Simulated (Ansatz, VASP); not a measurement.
# Fe in VASP and in Ansatz

INCAR

```
SYSTEM = Fe
PREC = Accurate
ENCUT = 600
EDIFF = 1E-6
ISMEAR = -1
SIGMA = 0.1
LREAL = .False.
LASPH = .True.
NELM = 200
ALGO = Normal
ISIF = 2
LWAVE = .False.
LCHARG = .False.
ISPIN = 2
MAGMOM = 2.5
LORBIT = 11
LMAXMIX = 4
GGA = PE
NBANDS = 14
GGA_COMPAT = .False.
```

KPOINTS

```
regular mesh
0
Gamma
  8 8 8
  0 0 0
```

Contents of POSCAR:

```
Fe
1.0
   -1.4007060934      1.4007060934      1.4007060934
    1.4007060934     -1.4007060934      1.4007060934
    1.4007060934      1.4007060934     -1.4007060934
Fe
1
Direct
    0.0000000000      0.0000000000      0.0000000000
```

Input for Ansatz:

```yaml
crystal:
  atoms:
  - position: [0.0, 0.0, 0.0]
    spin: 2.5
    symbol: Fe
  lattice:
  - [-1.400706093437518, 1.400706093437518, 1.400706093437518]
  - [1.400706093437518, -1.400706093437518, 1.400706093437518]
  - [1.400706093437518, 1.400706093437518, -1.400706093437518]
hamiltonian:
  dispersion: none
  pseudopotentials:
    kind: all_electron
    lapw: {basis_error: 0.025 meV}
    relativity: none
  xc: pbe
kpoints:
  mp_grid:
    grid: [8, 8, 8]
    shift: [0, 0, 0]
magnetization: {spin_polarized: true}
output: {forces: true, stress: true}
scf:
  convergence: {dr2_threshold: 1e-10 eV}
  lower_state_search: 'off'
  max_iter: 200
  occupations: {method: fermi_dirac, width: 0.1}
```

Alike in both runs: task single point; functional PBE; k mesh 8 × 8 × 8; occupations fermi-dirac, width 0.1 eV; collinear spin.

```csv
,VASP,Ansatz
version,VASP 6.6.1,Ansatz 0.2 development build
potentials or method,"VASP PAW PBE potentials, release 64 (Fe), cutoff 600 eV","all-electron full-potential LAPW, non-relativistic"
```

Ansatz gave:

* pressure (GPa): 9.1
* net moment per atom (μB): 2.04
* size of the moment on the site where the two differ most (μB): 2.10

What did VASP give for the same quantities?

Pressure (GPa): 5.0; net moment per atom (μB): 2.05; size of the moment on the site where the two differ most (μB): 2.04.

Site moments also hang on the region over which each program counts them. One of these differences is far larger than is usual between the two programs; its cause wasn't traced. Ansatz ran all-electron here, and VASP with PAW potentials.

The k mesh is coarse, so the values compare programs but aren't converged.
